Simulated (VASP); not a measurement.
# Ru (Fm-3m) in VASP: further runs

Ru is run at these levels: r2SCAN; tasks: single point.

All numbers are computed with VASP 6.6.1; they aren't measurements. Logs are shortened: lines on timing, memory, paths and dates and some standing lists are left out, and cuts for length are marked.

**1. The cell of the first run**

The structure is cubic, space group Fm-3m (No. 225). The conventional cell has a = 3.830 Å, b = 3.830 Å, c = 3.830 Å, α = 90.00°, β = 90.00°, γ = 90.00°. Within 3.6 Å of Ru (site symmetry m-3m) lie 12 Ru at 2.71 Å.

**2. Single point, r2SCAN**

File POSCAR:

```
Ru
1.0
    0.0000000000      1.9150000000      1.9150000000
    1.9150000000      0.0000000000      1.9150000000
    1.9150000000      1.9150000000      0.0000000000
Ru
1
Direct
    0.0000000000      0.0000000000      0.0000000000
```

File INCAR.step1:

```
PREC = Accurate ; ENCUT = 520
ISMEAR = 0 ; SIGMA = 0.15
LREAL = F ; LASPH = T
NELM = 60 ; NBANDS = 13
GGA = PE ; ALGO = Normal
EDIFF = 1E-4 ; LWAVE = T
LCHARG = F
```

File INCAR.step2:

```
PREC = Accurate ; ENCUT = 520
EDIFF = 1E-6 ; ISMEAR = 0
SIGMA = 0.15 ; LREAL = F
LASPH = T ; NELM = 60
ALGO = Normal ; ISIF = 2
LWAVE = F ; LCHARG = F
METAGGA = R2SCAN ; LMIXTAU = T
NBANDS = 13 ; ISTART = 1
```

File KPOINTS:

```
Automatic mesh
0
Gamma
  22 22 22
```

Potentials or basis: VASP PAW PBE potentials, release 64 (Ru_pv).

Command:

```console
$ cat potpaw_PBE.64/Ru_pv/POTCAR > POTCAR
$ cp INCAR.step1 INCAR
$ mpirun -np 1 vasp_std > vasp.out
$ cp INCAR.step2 INCAR
$ mpirun -np 1 vasp_std > vasp.out
```

OUTCAR:

```text
PREC = Accurate
   ENCUT = 520
   EDIFF = 1E-6
   ISMEAR = 0
   LREAL = F
   LASPH = T
   NELM = 60
   ISIF = 2
   METAGGA = R2SCAN
   ISTART = 1

 ion  position               nearest neighbor table
   1  0.000  0.000  0.000-

  LATTYP: Found a face centered cubic cell.
 ALAT       =     3.8300000000

  Lattice vectors:

 A1 = (   0.0000000000,   1.9150000000,   1.9150000000)
 A2 = (   1.9150000000,   0.0000000000,   1.9150000000)
 A3 = (   1.9150000000,   1.9150000000,   0.0000000000)

Analysis of symmetry for initial positions (statically):
=====================================================================
 Subroutine PRICEL returns:
 Original cell was already a primitive cell.

 Routine SETGRP: Setting up the symmetry group for a
 face centered cubic supercell.

 Subroutine GETGRP returns: Found 48 space group operations
 (whereof 48 operations were pure point group operations)
 out of a pool of 48 trial point group operations.

The static configuration has the point symmetry O_h .

Analysis of symmetry for dynamics (positions and initial velocities):
=====================================================================
 Subroutine PRICEL returns:
 Original cell was already a primitive cell.

 Routine SETGRP: Setting up the symmetry group for a
 face centered cubic supercell.

 Subroutine GETGRP returns: Found 48 space group operations
 (whereof 48 operations were pure point group operations)
 out of a pool of 48 trial point group operations.

The dynamic configuration has the point symmetry O_h .

 Subroutine INISYM returns: Found 48 space group operations
 (whereof 48 operations are pure point group operations),
 and found     1 'primitive' translations

----------------------------------------------------------------------------------------

                                     Primitive cell

  volume of cell :      14.0455

  direct lattice vectors                    reciprocal lattice vectors
     0.000000000  1.915000000  1.915000000    -0.261096606  0.261096606  0.261096606
     1.915000000  0.000000000  1.915000000     0.261096606 -0.261096606  0.261096606
     1.915000000  1.915000000  0.000000000     0.261096606  0.261096606 -0.261096606

  length of vectors
     2.708218972  2.708218972  2.708218972     0.452232587  0.452232587  0.452232587

  position of ions in fractional coordinates (direct lattice)
     0.000000000  0.000000000  0.000000000

  ion indices of the primitive-cell ions
   primitive index   ion index
                 1           1

----------------------------------------------------------------------------------------

 KPOINTS: Automatic mesh

Automatic generation of k-mesh.
 Grid dimensions read from file:
 generate k-points for:   22   22   22

 Generating k-lattice:

  Cartesian coordinates                     Fractional coordinates (reciprocal lattice)
    -0.011868028  0.011868028  0.011868028     0.045454545  0.000000000  0.000000000
     0.011868028 -0.011868028  0.011868028     0.000000000  0.045454545  0.000000000
     0.011868028  0.011868028 -0.011868028     0.000000000  0.000000000  0.045454545

  Length of vectors
     0.020556027  0.020556027  0.020556027

  Shift w.r.t. Gamma in fractional coordinates (k-lattice)
     0.000000000  0.000000000  0.000000000

 Subroutine IBZKPT returns following result:
 ===========================================

 Found    328 irreducible k-points:

 Following reciprocal coordinates:
            Coordinates               Weight
  0.000000  0.000000  0.000000      1.000000
  0.045455  0.000000  0.000000      8.000000
  0.090909  0.000000  0.000000      8.000000
  0.136364  0.000000  0.000000      8.000000
  0.181818  0.000000  0.000000      8.000000
  0.227273  0.000000  0.000000      8.000000
[... 16 lines left out ...]
  0.500000  0.045455  0.000000     24.000000
 -0.454545  0.045455  0.000000     24.000000
 [... further k-points ...]
   k-points           NKPTS =    328   k-points in BZ     NKDIM =    328   number of bands    NBANDS=     13
   number of dos      NEDOS =    301   number of ions     NIONS =      1
   total plane-waves  NPLWV =   8000
   dimension x,y,z NGX =    20 NGY =   20 NGZ =   20
   dimension x,y,z NGXF=    40 NGYF=   40 NGZF=   40
   ions per type =               1
   NGX,Y,Z   is equivalent  to a cutoff of  12.28, 12.28, 12.28 a.u.
   NGXF,Y,Z  is equivalent  to a cutoff of  24.55, 24.55, 24.55 a.u.
 SYSTEM =  unknown system
   PREC   = accura    normal or accurate (medium, high low for compatibility)
   ISTART =      1    job   : 0-new  1-cont  2-samecut
   ICHARG =      0    charge: 1-file 2-atom 10-const
   ISPIN  =      1    spin polarized calculation?
   LNONCOLLINEAR =      F non collinear calculations
   LSORBIT =      F    spin-orbit coupling
   LASPH  =      T    aspherical Exc in radial PAW
   ENCUT  =  520.0 eV  38.22 Ry    6.18 a.u.   5.04  5.04  5.04*2*pi/ulx,y,z
   NELM   =     60;   NELMIN=  2; NELMDL=  0     # of ELM steps
   EDIFF  = 0.1E-05   stopping-criterion for ELM
   LREAL  =      F    real-space projection
   EDIFFG = 0.1E-04   stopping-criterion for IOM
   NSW    =      0    number of steps for IOM
   IBRION =     -1    ionic relax: 0-MD 1-quasi-New 2-CG
   NFREE  =      0    steps in history (QN), initial steepest desc. (CG)
   ISIF   =      2    stress and relaxation
   ISYM   =      2    0-nonsym 1-usesym 2-fastsym
   POTIM  = 0.5000    time-step for ionic-motion
   TEBEG  =    0.0;   TEEND  =   0.0 temperature during run
   PSTRESS=    0.0 pullay stress
   NELECT =      14.0000    total number of electrons
   NUPDOWN=      -1.0000    fix difference up-down
   EMIN   =  10.00;   EMAX   =-10.00  energy-range for DOS
   EFERMI =   0.00;   METHOD = LEGACY
   ISMEAR =     0;   SIGMA  =   0.15  broadening in eV -4-tet -1-fermi 0-gaus
   EFERMI_NEDOS =   21; number of points for ismear=-14 and -15
   IALGO  =     38    algorithm
   IMIX   =      4    mixing-type and parameters
     AMIX     =   0.40;   BMIX     =  1.00
     AMIX_MAG =   1.60;   BMIX_MAG =  1.00
  volume/ion in A,a.u.               =      14.05        94.78
  Fermi-wavevector in a.u.,A,eV,Ry     =   1.635330  3.090326 36.386117  2.674304
  Thomas-Fermi vector in A             =   2.726821
   LORBIT       =      0    0 simple, 1 ext, 2 COOP (PROOUT), +10 PAW based schemes
   METAGGA = R2SCAN    functional components
   LHFCALC =     F    Hartree Fock is set to
   AEXX    =    0.0000 exact exchange contribution
   IVDW    =     0    specifies the selected vdW correction
   LEPSILON=     F    determine dielectric tensor
   LRPA    =     F    only Hartree local field effects (RPA)
 non-spin polarized calculation
 Gauss-broadening in eV      SIGMA  =   0.15
  energy-cutoff  :      520.00
  volume of cell :       14.05
 maximum number of plane-waves:       388
   NGX =  9   NGY =  9   NGZ =  9

 number of electron      13.9999998 magnetization

 Free energy of the ion-electron system (eV)
  ---------------------------------------------------
  ext. energy  EPLUGINS =         0.00000000
  ---------------------------------------------------
  free energy    TOTEN  =       -25.30010801 eV

  energy without entropy =      -25.28962372  energy(sigma->0) =      -25.29486586

 E-fermi :  12.0157     XC(G=0): -15.1641

 val. band max:       12.0103228869   @ k =   0.0909   0.0909   0.0000
 cond. band min:      12.0206113417   @ k =  -0.4545   0.4545   0.0909
 fundamental gap:      0.0102884548
 Fermi energy:        12.0156863179

 k-point     1 :       0.0000    0.0000    0.0000
  band No.  band energies     occupation
      1     -31.7429      2.00000
      2     -31.7429      2.00000
      3     -31.7429      2.00000
      4       3.9689      2.00000
      5       9.4768      2.00000
      6       9.4768      2.00000
      7       9.4768      2.00000
      8      11.8837      1.78656
      9      11.8837      1.78656
     10      20.5316      0.00000
     11      27.7676      0.00000
     12      33.6866      0.00000
     13      33.6866      0.00000

 k-point     2 :       0.0455    0.0000    0.0000
  band No.  band energies     occupation
      1     -31.7648      2.00000
      2     -31.7458      2.00000
      3     -31.7458      2.00000
      4       4.0592      2.00000
      5       9.4293      2.00000
      6       9.5145      2.00000
      7       9.5145      2.00000
      8      11.8597      1.85868
      9      11.8597      1.85868
     10      20.5314      0.00000
     11      27.9152      0.00000
     12      33.2085      0.00000
     13      33.8286      0.00000

 k-point     3 :       0.0909    0.0000    0.0000
  band No.  band energies     occupation
      1     -31.8284      2.00000
      2     -31.7541      2.00000
      3     -31.7541      2.00000
      4       4.3219      2.00000
      5       9.3021      2.00000
      6       9.6182      2.00000
      7       9.6182      2.00000
      8      11.8005      1.95749
      9      11.8005      1.95749
     10      20.5313      0.00000
     11      28.3320      0.00000
     12      32.1329      0.00000
     13      34.2466      0.00000

 k-point     4 :       0.1364    0.0000    0.0000
  band No.  band energies     occupation
      1     -31.9278      2.00000
      2     -31.7671      2.00000
      3     -31.7671      2.00000
      4       4.7296      2.00000
      5       9.1407      2.00000
      6       9.7560      2.00000
      7       9.7560      2.00000
      8      11.7463      1.98892
      9      11.7463      1.98892
     10      20.5313      0.00000
     11      28.9320      0.00000
     12      30.8839      0.00000
     13      34.9161      0.00000

 k-point     5 :       0.1818    0.0000    0.0000
  band No.  band energies     occupation
      1     -32.0541      2.00000
      2     -31.7838      2.00000
      3     -31.7838      2.00000
      4       5.2239      2.00000
      5       9.0237      2.00000
      6       9.8700      2.00000
      7       9.8700      2.00000
      8      11.7641      1.98232
      9      11.7641      1.98232
     10      20.5313      0.00000
     11      29.4770      0.00000
     12      29.7018      0.00000
     13      35.7972      0.00000
[... 257 lines left out ...]
 k-point    22 :       0.4545    0.0455    0.0000
  band No.  band energies     occupation
      1     -32.7300      2.00000
      2     -31.8861      2.00000
      3     -31.8853      2.00000
      4       6.0398      2.00000
      5       9.3132      2.00000
      6       9.4678      2.00000
      7      12.0359      0.84851
      8      13.6848      0.00000
      9      14.0475      0.00000
     10      20.5312      0.00000
     11      22.7908      0.00000
     12      27.7252      0.00000
     13      33.9555      0.00000

 k-point    23 :       0.5000    0.0455    0.0000
  band No.  band energies     occupation
      1     -32.7623      2.00000
      2     -31.8947      2.00000
      3     -31.8862      2.00000
      4       6.0040      2.00000
      5       9.2765      2.00000
      6       9.4154      2.00000
      7      12.4093      0.00021
      8      13.7446      0.00000
      9      14.3992      0.00000
     10      20.5312      0.00000
     11      22.1954      0.00000
     12      27.5325      0.00000
     13      33.7715      0.00000

 k-point    24 :      -0.4545    0.0455    0.0000
  band No.  band energies     occupation
      1     -32.7557      2.00000
      2     -31.8975      2.00000
      3     -31.8815      2.00000
      4       6.0123      2.00000
      5       9.2954      2.00000
      6       9.4141      2.00000
      7      12.3639      0.00103
      8      13.6271      0.00000
      9      14.3952      0.00000
     10      20.5312      0.00000
     11      22.3240      0.00000
     12      27.5706      0.00000
     13      33.6435      0.00000

 [... further k-points ...]
[... 5 lines left out ...]
  --------------------------------------------------------------------------------------
  -------------------------------------------------------------------------------------
  Total       -0.8411854     -0.8411854     -0.8411854      0.0000000      0.0000000     -0.0000000
  in kB      -95.9546355    -95.9546355    -95.9546355      0.0000000      0.0000000     -0.0000000
  external PRESSURE =     -95.9546355 kB  Pullay stress =       0.0000000 kB

 VOLUME and BASIS-vectors are now :
 -----------------------------------------------------------------------------
  energy-cutoff  :      520.00
  volume of cell :       14.05
      direct lattice vectors                 reciprocal lattice vectors
     0.000000000  1.915000000  1.915000000    -0.261096606  0.261096606  0.261096606
     1.915000000  0.000000000  1.915000000     0.261096606 -0.261096606  0.261096606
     1.915000000  1.915000000  0.000000000     0.261096606  0.261096606 -0.261096606

 POSITION                                       TOTAL-FORCE (eV/Angst)
 -----------------------------------------------------------------------------------
      0.00000      0.00000      0.00000        -0.000000      0.000000     -0.000000
 -----------------------------------------------------------------------------------
    total drift:                                0.000000     -0.000000      0.000000

  FREE ENERGIE OF THE ION-ELECTRON SYSTEM (eV)
  ---------------------------------------------------
  free  energy   TOTEN  =       -25.3001080057 eV

  energy  without entropy=      -25.2896237198  energy(sigma->0) =      -25.29486586
```

Wall time 1.9 min (1 thread of Intel Xeon Platinum 8488C (Sapphire Rapids), shared host); peak memory 0.17 GiB.

Results:

```
Free energy            : -25.3001 eV
Pressure               : -9.6 GPa
Band gap on the k mesh : zero (band 7 reaches 14.25 eV, above the bottom of band 8 at 10.73 eV)
```

Levels at points of the mesh, in eV from the Fermi level:
```csv
k point,band 3,band 4,band 5,band 6,band 7,band 8,band 9,band 10,band 11,band 12
"(0.00, 0.00, 0.00)",-43.76,-8.05,-2.54,-2.54,-2.54,-0.13,-0.13,8.52,15.75,21.67
"(0.50, 0.00, 0.00)",-43.90,-6.08,-2.67,-2.67,1.06,1.72,1.72,8.52,10.17,15.37
"(0.50, 0.50, 0.00)",-44.13,-6.36,-5.89,1.66,2.24,2.24,3.72,8.52,13.87,13.92
```

Caveat: the PAW data sets were made with another functional, which shifts forces and pressure a little.

**3. Single point, r2SCAN**

POSCAR is that of step 2.

File INCAR.step1:

```
SYSTEM = Ru
ALGO = Normal
EDIFF = 1E-4
ENCUT = 520
GGA = PE
ISMEAR = 0
LASPH = .True.
LCHARG = .False.
LREAL = .False.
LWAVE = .True.
NBANDS = 13
NELM = 80
PREC = Accurate
SIGMA = 0.15
```

File INCAR.step2:

```
SYSTEM = Ru
ALGO = Normal
EDIFF = 1E-6
ENCUT = 520
ISIF = 2
ISMEAR = 0
ISTART = 1
LASPH = .True.
LCHARG = .True.
LELF = .True.
LMIXTAU = .True.
LREAL = .False.
LVHAR = .True.
LWAVE = .False.
METAGGA = R2SCAN
NBANDS = 13
NELM = 80
PREC = Accurate
SIGMA = 0.15
```

File KPOINTS:

```
k-points
0
Gamma
  24 24 24
  0 0 0
```

Potentials or basis: VASP PAW PBE potentials, release 64 (Ru_pv).

Command:

```console
$ cat potpaw_PBE.64/Ru_pv/POTCAR > POTCAR
$ cp INCAR.step1 INCAR
$ mpirun -np 1 vasp_std > vasp.out
$ cp INCAR.step2 INCAR
$ mpirun -np 1 vasp_std > vasp.out
```

Run time: 2.3 min. Hardware: 1 thread of Intel Xeon Platinum 8488C (Sapphire Rapids), shared host; peak memory 0.18 GiB.

The run converged. Its results:

* Free energy: -25.2973 eV
* Pressure: -9.5 GPa
* Band gap on the k mesh: zero (band 7 reaches 14.26 eV, above the bottom of band 8 at 10.80 eV)

Levels at points of the mesh, in eV from the Fermi level:
| k point | band 5 | band 6 | band 7 | band 8 | band 9 | band 10 |
| --- | --- | --- | --- | --- | --- | --- |
| (0.00, 0.00, 0.00) | -2.54 | -2.54 | -2.54 | -0.13 | -0.13 | 8.52 |
| (0.50, 0.00, 0.00) | -2.67 | -2.67 | 1.06 | 1.72 | 1.72 | 8.52 |
| (0.50, 0.50, 0.00) | -5.89 | 1.66 | 2.23 | 2.23 | 3.71 | 8.52 |

Caveat: the PAW data sets were made with another functional, which shifts forces and pressure a little.
